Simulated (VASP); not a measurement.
# Os (Cmce) in VASP: further runs

The runs below take Os through single point, with PBEsol.

All numbers are computed with VASP 6.6.1; they aren't measurements. Logs are shortened: lines on timing, memory, paths and dates and some standing lists are left out, and cuts for length are marked.

## Step 1: The cell of the first run

It takes space group Cmce (No. 64, orthorhombic). Conventional cell: a = 5.106 Å, b = 3.374 Å, c = 6.882 Å, α = 90.00°, β = 90.00°, γ = 90.00°. Os (site symmetry m) has 3 Os at 1.90 to 2.49 Å within 2.5 Å.

## Step 2: Single point, PBEsol

The input, INCAR:

```
SYSTEM = Os
PREC = Accurate
ENCUT = 520
EDIFF = 1E-6
ISMEAR = 0
SIGMA = 0.1
LREAL = .FALSE.
LASPH = .TRUE.
NELM = 100
ALGO = Normal
ISIF = 2
LWAVE = .FALSE.
LCHARG = .TRUE.
GGA = PS
LELF = .TRUE.
LVHAR = .TRUE.
NBANDS = 24
```

The input, KPOINTS:

```
Automatic mesh
0
G
  6 6 4
  0 0 0
```

The input, POSCAR:

```
Os
1.0
    2.5527705329     -1.6871860380      0.0000000000
    2.5527705329      1.6871860380      0.0000000000
    0.0000000000      0.0000000000      6.8824523259
Os
4
Direct
    0.8500000000      0.1500000000      0.1170000000
    0.6500000000      0.3500000000      0.6170000000
    0.1500000000      0.8500000000      0.8830000000
    0.3500000000      0.6500000000      0.3830000000
```

Potentials or basis: VASP PAW PBE potentials, release 64 (Os).

Run with:

```sh
cat potpaw_PBE.64/Os/POTCAR > POTCAR
mpirun -np 1 vasp_std > vasp.out
```

OUTCAR:

```text
SYSTEM = Os
   PREC = Accurate
   ENCUT = 520
   EDIFF = 1E-6
   ISMEAR = 0
   LREAL = .FALSE.
   LASPH = .TRUE.
   NELM = 100
   ISIF = 2
   GGA = PS

 ion  position               nearest neighbor table
   1  0.850  0.150  0.117-   3 1.90   4 2.49   4 2.49   3 2.86   3 3.09   3 3.09   4 3.14   4 3.14

   2  0.650  0.350  0.617-   4 1.90   3 2.49   3 2.49   4 2.86   4 3.09   4 3.09   3 3.14   3 3.14

   3  0.150  0.850  0.883-   1 1.90   2 2.49   2 2.49   1 2.86   1 3.09   1 3.09   2 3.14   2 3.14

   4  0.350  0.650  0.383-   2 1.90   1 2.49   1 2.49   2 2.86   2 3.09   2 3.09   1 3.14   1 3.14

  LATTYP: Found a base centered orthorhombic cell.
 ALAT       =     3.3743720760
 B/A-ratio  =     1.5130344108
 C/A-ratio  =     2.0396246089

  Lattice vectors:

 A1 = (  -2.5527705329,  -1.6871860380,   0.0000000000)
 A2 = (   2.5527705329,  -1.6871860380,   0.0000000000)
 A3 = (   0.0000000000,   0.0000000000,   6.8824523259)

Analysis of symmetry for initial positions (statically):
=====================================================================
 Subroutine PRICEL returns:
 Original cell was already a primitive cell.

 Routine SETGRP: Setting up the symmetry group for a
 base centered orthorhombic supercell.

 Subroutine GETGRP returns: Found  8 space group operations
 (whereof  4 operations were pure point group operations)
 out of a pool of  8 trial point group operations.

The static configuration has the point symmetry C_2h.
 The point group associated with its full space group is D_2h.

Analysis of symmetry for dynamics (positions and initial velocities):
=====================================================================
 Subroutine PRICEL returns:
 Original cell was already a primitive cell.

 Routine SETGRP: Setting up the symmetry group for a
 base centered orthorhombic supercell.

 Subroutine GETGRP returns: Found  8 space group operations
 (whereof  4 operations were pure point group operations)
 out of a pool of  8 trial point group operations.

The dynamic configuration has the point symmetry C_2h.
 The point group associated with its full space group is D_2h.

 Subroutine INISYM returns: Found  8 space group operations
 (whereof  4 operations are pure point group operations),
 and found     1 'primitive' translations

----------------------------------------------------------------------------------------

                                     Primitive cell

  volume of cell :      59.2854

  direct lattice vectors                    reciprocal lattice vectors
     2.552770533 -1.687186038  0.000000000     0.195865627 -0.296351433  0.000000000
     2.552770533  1.687186038  0.000000000     0.195865627  0.296351433  0.000000000
     0.000000000  0.000000000  6.882452326     0.000000000  0.000000000  0.145297047

  length of vectors
     3.059940215  3.059940215  6.882452326     0.355228821  0.355228821  0.145297047

  position of ions in fractional coordinates (direct lattice)
     0.850000000  0.150000000  0.117000000
     0.650000000  0.350000000  0.617000000
     0.150000000  0.850000000  0.883000000
     0.350000000  0.650000000  0.383000000

  ion indices of the primitive-cell ions
   primitive index   ion index
                 1           1
                 2           2
                 3           3
                 4           4

----------------------------------------------------------------------------------------

 KPOINTS: Automatic mesh

Automatic generation of k-mesh.
 Grid dimensions read from file:
 generate k-points for:    6    6    4

 Generating k-lattice:

  Cartesian coordinates                     Fractional coordinates (reciprocal lattice)
     0.032644271 -0.049391905  0.000000000     0.166666667  0.000000000  0.000000000
     0.032644271  0.049391905  0.000000000     0.000000000  0.166666667  0.000000000
     0.000000000  0.000000000  0.036324262     0.000000000  0.000000000  0.250000000

  Length of vectors
     0.059204804  0.059204804  0.036324262

  Shift w.r.t. Gamma in fractional coordinates (k-lattice)
     0.000000000  0.000000000  0.000000000

 Subroutine IBZKPT returns following result:
 ===========================================

 Found     39 irreducible k-points:

 Following reciprocal coordinates:
            Coordinates               Weight
  0.000000  0.000000  0.000000      1.000000
  0.166667 -0.000000  0.000000      4.000000
  0.333333 -0.000000  0.000000      4.000000
  0.500000  0.000000  0.000000      2.000000
  0.166667  0.166667  0.000000      2.000000
  0.333333  0.166667  0.000000      4.000000
[... 16 lines left out ...]
  0.333333  0.333333  0.250000      4.000000
  0.500000  0.333333  0.250000      8.000000
 [... further k-points ...]
   k-points           NKPTS =     39   k-points in BZ     NKDIM =     39   number of bands    NBANDS=     24
   number of dos      NEDOS =    301   number of ions     NIONS =      4
   total plane-waves  NPLWV =  31104
   dimension x,y,z NGX =    24 NGY =   24 NGZ =   54
   dimension x,y,z NGXF=    48 NGYF=   48 NGZF=  108
   ions per type =               4
   NGX,Y,Z   is equivalent  to a cutoff of  13.04, 13.04, 13.04 a.u.
   NGXF,Y,Z  is equivalent  to a cutoff of  26.08, 26.08, 26.09 a.u.
 SYSTEM =  Os
   PREC   = accura    normal or accurate (medium, high low for compatibility)
   ISTART =      0    job   : 0-new  1-cont  2-samecut
   ICHARG =      2    charge: 1-file 2-atom 10-const
   ISPIN  =      1    spin polarized calculation?
   LNONCOLLINEAR =      F non collinear calculations
   LSORBIT =      F    spin-orbit coupling
   LASPH  =      T    aspherical Exc in radial PAW
   ENCUT  =  520.0 eV  38.22 Ry    6.18 a.u.   5.69  5.69 12.80*2*pi/ulx,y,z
   NELM   =    100;   NELMIN=  2; NELMDL= -5     # of ELM steps
   EDIFF  = 0.1E-05   stopping-criterion for ELM
   LREAL  =      F    real-space projection
   EDIFFG = 0.1E-04   stopping-criterion for IOM
   NSW    =      0    number of steps for IOM
   IBRION =     -1    ionic relax: 0-MD 1-quasi-New 2-CG
   NFREE  =      0    steps in history (QN), initial steepest desc. (CG)
   ISIF   =      2    stress and relaxation
   ISYM   =      2    0-nonsym 1-usesym 2-fastsym
   POTIM  = 0.5000    time-step for ionic-motion
   TEBEG  =    0.0;   TEEND  =   0.0 temperature during run
   PSTRESS=    0.0 pullay stress
   NELECT =      32.0000    total number of electrons
   NUPDOWN=      -1.0000    fix difference up-down
   EMIN   =  10.00;   EMAX   =-10.00  energy-range for DOS
   EFERMI =   0.00;   METHOD = LEGACY
   ISMEAR =     0;   SIGMA  =   0.10  broadening in eV -4-tet -1-fermi 0-gaus
   EFERMI_NEDOS =   21; number of points for ismear=-14 and -15
   IALGO  =     38    algorithm
   IMIX   =      4    mixing-type and parameters
     AMIX     =   0.40;   BMIX     =  1.00
     AMIX_MAG =   1.60;   BMIX_MAG =  1.00
  volume/ion in A,a.u.               =      14.82       100.02
  Fermi-wavevector in a.u.,A,eV,Ry     =   1.332935  2.518881 24.173670  1.776715
  Thomas-Fermi vector in A             =   2.461831
   LORBIT       =      0    0 simple, 1 ext, 2 COOP (PROOUT), +10 PAW based schemes
   GGA     = PS    functional components
   LHFCALC =     F    Hartree Fock is set to
   AEXX    =    0.0000 exact exchange contribution
   IVDW    =     0    specifies the selected vdW correction
   LEPSILON=     F    determine dielectric tensor
   LRPA    =     F    only Hartree local field effects (RPA)
 non-spin polarized calculation
 Gauss-broadening in eV      SIGMA  =   0.10
  energy-cutoff  :      520.00
  volume of cell :       59.29
 maximum number of plane-waves:      1634
   NGX = 11   NGY = 11   NGZ = 25

 number of electron      32.0000002 magnetization

 Free energy of the ion-electron system (eV)
  ---------------------------------------------------
  ext. energy  EPLUGINS =         0.00000000
  ---------------------------------------------------
  free energy    TOTEN  =       -36.26546024 eV

  energy without entropy =      -36.23833477  energy(sigma->0) =      -36.25189750

 E-fermi :   8.9557     XC(G=0): -13.6144

 val. band max:        8.9533318657   @ k =  -0.1667   0.1667   0.0000
 cond. band min:       8.9663758404   @ k =   0.1667   0.1667   0.5000
 fundamental gap:      0.0130439747
 Fermi energy:         8.9556569260

 k-point     1 :       0.0000    0.0000    0.0000
  band No.  band energies     occupation
      1      -1.6821      2.00000
      2       0.0967      2.00000
      3       0.2344      2.00000
      4       1.8123      2.00000
      5       2.3440      2.00000
      6       2.9675      2.00000
[... 16 lines left out ...]
     23      14.4386      0.00000
     24      15.2444      0.00000

 k-point     2 :       0.1667   -0.0000    0.0000
  band No.  band energies     occupation
      1      -0.9151      2.00000
      2       0.5394      2.00000
      3       0.7408      2.00000
      4       2.0064      2.00000
      5       2.2429      2.00000
      6       2.8534      2.00000
[... 16 lines left out ...]
     23      13.5386      0.00000
     24      17.3075      0.00000

 k-point     3 :       0.3333   -0.0000    0.0000
  band No.  band energies     occupation
      1       0.9369      2.00000
      2       1.2606      2.00000
      3       1.4974      2.00000
      4       1.5160      2.00000
      5       2.2960      2.00000
      6       2.3793      2.00000
[... 16 lines left out ...]
     23      13.2717      0.00000
     24      14.4808      0.00000
[... 514 lines left out ...]
 k-point    23 :       0.3333    0.3333    0.2500
  band No.  band energies     occupation
      1       0.4511      2.00000
      2       0.7462      2.00000
      3       1.0707      2.00000
      4       1.9008      2.00000
      5       2.2502      2.00000
      6       2.4608      2.00000
[... 16 lines left out ...]
     23      14.1212      0.00000
     24      16.5727      0.00000

 k-point    24 :       0.5000    0.3333    0.2500
  band No.  band energies     occupation
      1       0.6750      2.00000
      2       0.9902      2.00000
      3       1.6210      2.00000
      4       1.7846      2.00000
      5       2.1089      2.00000
      6       2.6960      2.00000
[... 16 lines left out ...]
     23      14.1011      0.00000
     24      15.0403      0.00000

 [... further k-points ...]

------------------------ aborting loop because EDIFF is reached ----------------------------------------

  FORCE on cell =-STRESS in cart. coord.  units (eV):
  Direction    XX          YY          ZZ          XY          YZ          ZX
  --------------------------------------------------------------------------------------
  -------------------------------------------------------------------------------------
  Total       -8.4668628     26.8750019     60.6929462      0.0000000     -0.0000000      0.0000000
  in kB     -228.8153449    726.2917785   1640.2152429      0.0000000     -0.0000000      0.0000000
  external PRESSURE =     712.5638922 kB  Pullay stress =       0.0000000 kB

 VOLUME and BASIS-vectors are now :
 -----------------------------------------------------------------------------
  energy-cutoff  :      520.00
  volume of cell :       59.29
      direct lattice vectors                 reciprocal lattice vectors
     2.552770533 -1.687186038  0.000000000     0.195865627 -0.296351433  0.000000000
     2.552770533  1.687186038  0.000000000     0.195865627  0.296351433  0.000000000
     0.000000000  0.000000000  6.882452326     0.000000000  0.000000000  0.145297047

 POSITION                                       TOTAL-FORCE (eV/Angst)
 -----------------------------------------------------------------------------------
      2.55277     -1.18103      0.80525         0.000000      9.588407     12.632802
      2.55277     -0.50616      4.24647         0.000000     -9.588407     12.632802
      2.55277      1.18103      6.07721         0.000000     -9.588407    -12.632802
      2.55277      0.50616      2.63598         0.000000      9.588407    -12.632802
 -----------------------------------------------------------------------------------
    total drift:                               -0.000000      0.000000      0.000000

  FREE ENERGIE OF THE ION-ELECTRON SYSTEM (eV)
  ---------------------------------------------------
  free  energy   TOTEN  =       -36.2654602398 eV

  energy  without entropy=      -36.2383347694  energy(sigma->0) =      -36.25189750
```

Run time: 21 s. Hardware: 1 thread of Intel Xeon 6975P-C (Granite Rapids), shared host; peak memory 0.2 GiB.

Results:

| Item | Value |
| --- | --- |
| Free energy | -36.2655 eV |
| Pressure | 71.3 GPa |
| Largest force | 15.860 eV/Å |
| Band gap on the k mesh | zero (band 16 reaches 9.58 eV, above the bottom of band 17 at 7.77 eV) |

Forces on the atoms (eV/Å):
```
Os    0.000   9.588  12.633
Os    0.000  -9.588  12.633
Os    0.000  -9.588 -12.633
Os    0.000   9.588 -12.633
```

Stress tensor (GPa, compression positive):
```
-22.88   0.00   0.00
  0.00  72.63   0.00
  0.00   0.00 164.02
```

Levels at points of the mesh, in eV from the Fermi level:
| k point | band 14 | band 15 | band 16 | band 17 | band 18 | band 19 |
| --- | --- | --- | --- | --- | --- | --- |
| (0.00, 0.00, 0.00) | -2.13 | -1.64 | -1.31 | -0.85 | -0.17 | 0.19 |
| (0.50, 0.00, 0.00) | -1.85 | 0.32 | 0.32 | 0.71 | 0.71 | 1.46 |
| (0.50, 0.50, 0.00) | -0.66 | -0.50 | 0.28 | 1.22 | 1.45 | 3.32 |
| (0.00, 0.00, 0.50) | -1.54 | -1.35 | -1.35 | 1.13 | 1.13 | 1.53 |
| (0.50, 0.00, 0.50) | -0.87 | -0.29 | -0.29 | -0.12 | -0.12 | 1.22 |
| (0.50, 0.50, 0.50) | -0.10 | 0.63 | 0.63 | 0.95 | 0.95 | 2.93 |

Caveat: the k points lie up to 0.37 Å⁻¹ apart; the PAW data sets were made with another functional, which shifts forces and pressure a little; spin-orbit coupling is left out, which moves the levels of the heavy elements.

[end of part 1 of 3]
